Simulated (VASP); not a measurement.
# Al (Fm-3m) in VASP: a series of runs, part 2 of 2

VASP 6.6.1. Earlier steps stand in the parts before.

## (3) Single point, PBEsol+D3(BJ), non-collinear spin, typed start (volume scaled by 0.96)

INCAR reads:

```
PREC = Accurate
ENCUT = 520
EDIFF = 1E-6
ISMEAR = 1
SIGMA = 0.1
LREAL = False
LASPH = True
NELM = 150
ALGO = Normal
ISIF = 2
LWAVE = False
LCHARG = True
LNONCOLLINEAR = True
MAGMOM = 0.289 0.289 0.289
LORBIT = 11
GGA = PS
IVDW = 12
LVHAR = True
NBANDS = 14
```

KPOINTS reads:

```
regular mesh
0
Gamma
  8 8 8
```

POSCAR reads:

```
Al
1.0
    0.0000000000      1.9974394157      1.9974394157
    1.9974394157      0.0000000000      1.9974394157
    1.9974394157      1.9974394157      0.0000000000
Al
1
Direct
    0.0000000000      0.0000000000      0.0000000000
```

Potentials or basis: VASP PAW PBE potentials, release 64 (Al).

Run with:

```console
$ cat potpaw_PBE.64/Al/POTCAR > POTCAR
$ mpirun -np 1 vasp_ncl > vasp.out
```

OUTCAR:

```text
PREC = Accurate
   ENCUT = 520
   EDIFF = 1E-6
   ISMEAR = 1
   LREAL = False
   LASPH = True
   NELM = 150
   ISIF = 2
   LNONCOLLINEAR = True
   LORBIT = 11
   GGA = PS
   IVDW = 12
 IVDW          = 12

 ion  position               nearest neighbor table
   1  0.000  0.000  0.000-

  LATTYP: Found a face centered cubic cell.
 ALAT       =     3.9948788314

  Lattice vectors:

 A1 = (   0.0000000000,   1.9974394157,   1.9974394157)
 A2 = (   1.9974394157,   0.0000000000,   1.9974394157)
 A3 = (   1.9974394157,   1.9974394157,   0.0000000000)

[... 616 lines left out ...]
  in kB     -18.54926   -18.54926   -18.54926    -0.00001    -0.00001    -0.00001
  external pressure =      -18.55 kB  Pullay stress =        0.00 kB

 VOLUME and BASIS-vectors are now :
 -----------------------------------------------------------------------------
  energy-cutoff  :      520.00
  volume of cell :       15.94
      direct lattice vectors                 reciprocal lattice vectors
     0.000000000  1.997439416  1.997439416    -0.250320483  0.250320483  0.250320483
     1.997439416  0.000000000  1.997439416     0.250320483 -0.250320483  0.250320483
     1.997439416  1.997439416  0.000000000     0.250320483  0.250320483 -0.250320483

 POSITION                                       TOTAL-FORCE (eV/Angst)
 -----------------------------------------------------------------------------------
      0.00000      0.00000      0.00000         0.000000      0.000000      0.000000
 -----------------------------------------------------------------------------------
    total drift:                                0.000000     -0.000000     -0.000000

  FREE ENERGIE OF THE ION-ELECTRON SYSTEM (eV)
  ---------------------------------------------------
  free  energy   TOTEN  =        -4.4127754253 eV

  energy  without entropy=       -4.4117433644  energy(sigma->0) =       -4.41243140

 total charge

# of ion       s       p       d       tot
------------------------------------------
    1        0.427   0.353   0.000   0.781

 magnetization (x)

# of ion       s       p       d       tot
------------------------------------------
    1        0.000   0.000   0.000   0.000

 magnetization (y)

# of ion       s       p       d       tot
------------------------------------------
    1        0.000   0.000   0.000   0.000

 magnetization (z)

# of ion       s       p       d       tot
------------------------------------------
    1        0.000   0.000   0.000   0.000
```

OSZICAR:

```text
N       E                     dE             d eps       ncg     rms          rms(c)
DAV:   1     0.348520458473E+00    0.34852E+00   -0.10218E+03  2520   0.312E+02
DAV:   2    -0.394814586412E+01   -0.42967E+01   -0.41562E+01  3334   0.549E+01
DAV:   3    -0.405089469723E+01   -0.10275E+00   -0.10250E+00  3356   0.603E+00
DAV:   4    -0.405138582646E+01   -0.49113E-03   -0.49109E-03  3098   0.498E-01
DAV:   5    -0.405139084234E+01   -0.50159E-05   -0.50164E-05  3268   0.470E-02    0.169E+00
DAV:   6    -0.409492545815E+01   -0.43535E-01   -0.26473E-03  2964   0.352E-01    0.844E-01
DAV:   7    -0.408346852773E+01    0.11457E-01   -0.10016E-02  2868   0.442E-01    0.363E-01
DAV:   8    -0.408397015115E+01   -0.50162E-03   -0.16914E-03  2892   0.223E-01    0.148E-01
DAV:   9    -0.408396296452E+01    0.71866E-05   -0.39825E-05  3308   0.375E-02    0.855E-02
DAV:  10    -0.408396364493E+01   -0.68041E-06   -0.14293E-05  2958   0.238E-02    0.263E-02
DAV:  11    -0.408396666037E+01   -0.30154E-05   -0.60043E-06  2952   0.106E-02    0.386E-03
DAV:  12    -0.408396668086E+01   -0.20487E-07   -0.84914E-08  1698   0.188E-03
   1 F= -.44127754E+01 E0= -.44124314E+01  d E =-.103206E-02  mag=     0.0001     0.0001     0.0001
```

stdout:

```text
POSCAR found type information on POSCAR Al
 POSCAR found :  1 types and       1 ions
 scaLAPACK will be used
 -----------------------------------------------------------------------------
|                                                                             |
|                                                                             |
|     You enforced a specific xc type in the INCAR file but a different       |
|     I HOPE YOU KNOW WHAT YOU ARE DOING!                                     |
|                                                                             |
 -----------------------------------------------------------------------------

 LDA part: xc-table for (Slater+PW92), standard interpolation
 POSCAR, INCAR and KPOINTS ok, starting setup
 FFT: planning ... GRIDC
 FFT: planning ... GRID_SOFT
 FFT: planning ... GRID
 WAVECAR not read
 entering main loop
```

Run time: 15 s. Hardware: 1 thread of Intel Xeon 6975P-C (Granite Rapids), shared host; peak memory 0.2 GiB.

Results:

```yaml
Free_energy: -4.4128 eV
Pressure: -1.9 GPa
Band_gap_on_the_k_mesh: zero (band 3 reaches 21.10 eV, above the bottom of band 4 at 3.89 eV)
Net_moment: 0.00 μB per cell
Valence_electrons_inside_the_program's_atomic_spheres: Al 0.78
Dispersion_energy_per_atom: -0.329 eV
```

Levels at points of the mesh, in eV from the Fermi level:
```tsv
k point	band 1	band 2	band 3	band 4	band 5	band 6
(0.00, 0.00, 0.00)	-11.45	-11.45	12.71	12.71	12.71	12.71
(0.50, 0.00, 0.00)	-4.81	-4.81	-4.50	-4.50	11.52	11.52
(0.50, 0.50, 0.50)	-4.81	-4.81	-4.50	-4.50	11.52	11.52
(0.50, 0.50, 0.00)	-3.08	-3.08	-1.69	-1.69	5.19	5.19
```

Moments on the atoms (μB; x, y, z):
```
Al  0.00 0.00 0.00
```

Caveat: the PAW data sets were made with another functional, which shifts forces and pressure a little; pairwise dispersion overbinds metals, which lowers pressure and volume.

## (4) Single point, PBEsol+D3(BJ), non-collinear spin, typed start (volume scaled by 0.98)

INCAR reads:

```
ALGO = Fast
EDIFF = 1E-7
ENCUT = 520
GGA = PS
ISIF = 2
ISMEAR = 1
IVDW = 12
LASPH = True
LCHARG = False
LNONCOLLINEAR = True
LORBIT = 11
LREAL = False
LWAVE = False
MAGMOM = 0.289 0.289 0.289
NBANDS = 14
NELM = 150
PREC = Accurate
SIGMA = 0.1
```

KPOINTS reads:

```
k-points
0
Gamma
  8 8 8
```

POSCAR reads:

```
Al
1.0
    0.0000000000      2.0112152952      2.0112152952
    2.0112152952      0.0000000000      2.0112152952
    2.0112152952      2.0112152952      0.0000000000
Al
1
Direct
    0.0000000000      0.0000000000      0.0000000000
```

Potentials or basis: VASP PAW PBE potentials, release 64 (Al).

Run with:

```console
$ cat potpaw_PBE.64/Al/POTCAR > POTCAR
$ mpirun -np 1 vasp_ncl > vasp.out
```

OUTCAR:

```text
EDIFF = 1E-7
   ENCUT = 520
   GGA = PS
   ISIF = 2
   ISMEAR = 1
   IVDW = 12
   LASPH = True
   LNONCOLLINEAR = True
   LORBIT = 11
   LREAL = False
   NELM = 150
   PREC = Accurate
 IVDW          = 12

 ion  position               nearest neighbor table
   1  0.000  0.000  0.000-

  LATTYP: Found a face centered cubic cell.
 ALAT       =     4.0224305904

  Lattice vectors:

 A1 = (   0.0000000000,   2.0112152952,   2.0112152952)
 A2 = (   2.0112152952,   0.0000000000,   2.0112152952)
[... 619 lines left out ...]
  in kB     -34.78309   -34.78309   -34.78309    -0.00000    -0.00000    -0.00000
  external pressure =      -34.78 kB  Pullay stress =        0.00 kB

 VOLUME and BASIS-vectors are now :
 -----------------------------------------------------------------------------
  energy-cutoff  :      520.00
  volume of cell :       16.27
      direct lattice vectors                 reciprocal lattice vectors
     0.000000000  2.011215295  2.011215295    -0.248605906  0.248605906  0.248605906
     2.011215295  0.000000000  2.011215295     0.248605906 -0.248605906  0.248605906
     2.011215295  2.011215295  0.000000000     0.248605906  0.248605906 -0.248605906

 POSITION                                       TOTAL-FORCE (eV/Angst)
 -----------------------------------------------------------------------------------
      0.00000      0.00000      0.00000         0.000000      0.000000      0.000000
 -----------------------------------------------------------------------------------
    total drift:                                0.000000     -0.000000     -0.000000

  FREE ENERGIE OF THE ION-ELECTRON SYSTEM (eV)
  ---------------------------------------------------
  free  energy   TOTEN  =        -4.4072317725 eV

  energy  without entropy=       -4.4060822375  energy(sigma->0) =       -4.40684859

 total charge

# of ion       s       p       d       tot
------------------------------------------
    1        0.428   0.346   0.000   0.774

 magnetization (x)

# of ion       s       p       d       tot
------------------------------------------
    1       -0.000   0.000   0.000   0.000

 magnetization (y)

# of ion       s       p       d       tot
------------------------------------------
    1       -0.000   0.000   0.000   0.000

 magnetization (z)

# of ion       s       p       d       tot
------------------------------------------
    1       -0.000   0.000   0.000   0.000
```

stdout:

```text
POSCAR found type information on POSCAR Al
 POSCAR found :  1 types and       1 ions
 scaLAPACK will be used
 -----------------------------------------------------------------------------
|                                                                             |
|                                                                             |
|     You enforced a specific xc type in the INCAR file but a different       |
|     I HOPE YOU KNOW WHAT YOU ARE DOING!                                     |
|                                                                             |
 -----------------------------------------------------------------------------

 LDA part: xc-table for (Slater+PW92), standard interpolation
 POSCAR, INCAR and KPOINTS ok, starting setup
 FFT: planning ... GRIDC
 FFT: planning ... GRID_SOFT
 FFT: planning ... GRID
 WAVECAR not read
 entering main loop
```

It took 20 s on 1 thread of Intel Xeon 6975P-C (Granite Rapids), shared host; peak memory 0.2 GiB.

Results:

| Quantity | Value |
| --- | --- |
| Free energy | -4.4072 eV |
| Pressure | -3.5 GPa |
| Band gap on the k mesh | zero (band 3 reaches 20.77 eV, above the bottom of band 4 at 3.70 eV) |
| Net moment | 0.00 μB per cell |
| Valence electrons inside the program's atomic spheres | Al 0.77 |
| Dispersion energy per atom | -0.322 eV |

Levels at points of the mesh, in eV from the Fermi level:
| k point | band 1 | band 2 | band 3 | band 4 | band 5 |
| --- | --- | --- | --- | --- | --- |
| (0.00, 0.00, 0.00) | -11.31 | -11.31 | 12.59 | 12.59 | 12.59 |
| (0.50, 0.00, 0.00) | -4.73 | -4.73 | -4.48 | -4.48 | 11.42 |
| (0.50, 0.50, 0.50) | -4.73 | -4.73 | -4.48 | -4.48 | 11.42 |
| (0.50, 0.50, 0.00) | -3.03 | -3.03 | -1.69 | -1.69 | 5.18 |

Moments on the atoms (μB; x, y, z):
```
Al  0.00 0.00 0.00
```

Caveat: the PAW data sets were made with another functional, which shifts forces and pressure a little; pairwise dispersion overbinds metals, which lowers pressure and volume.

## (5) Summary

| cell | gap on the mesh (eV) | pressure (GPa) | moment (μB) |
| --- | --- | --- | --- |
| a = 2.805 Å, angles 60.0°, 1 atom | none | 0.0 | 0.00 |
| a = 2.825 Å, angles 60.0°, 1 atom | none | -1.9 | 0.00 |
| a = 2.844 Å, angles 60.0°, 1 atom | none | -3.5 | 0.00 |

Alike in all rows: task single point; level PBEsol+D3(BJ); potentials or basis VASP PAW PBE potentials, release 64 (Al); spin non-collinear, typed start; k mesh 8 × 8 × 8; cutoff (eV) 520; smearing methfessel-paxton 0.1 eV.

Caveats: the PAW data sets were made with another functional, which shifts forces and pressure a little; pairwise dispersion overbinds metals, which lowers pressure and volume.

Total energies depend on the potentials used, so only differences within one code and one set of settings carry meaning.
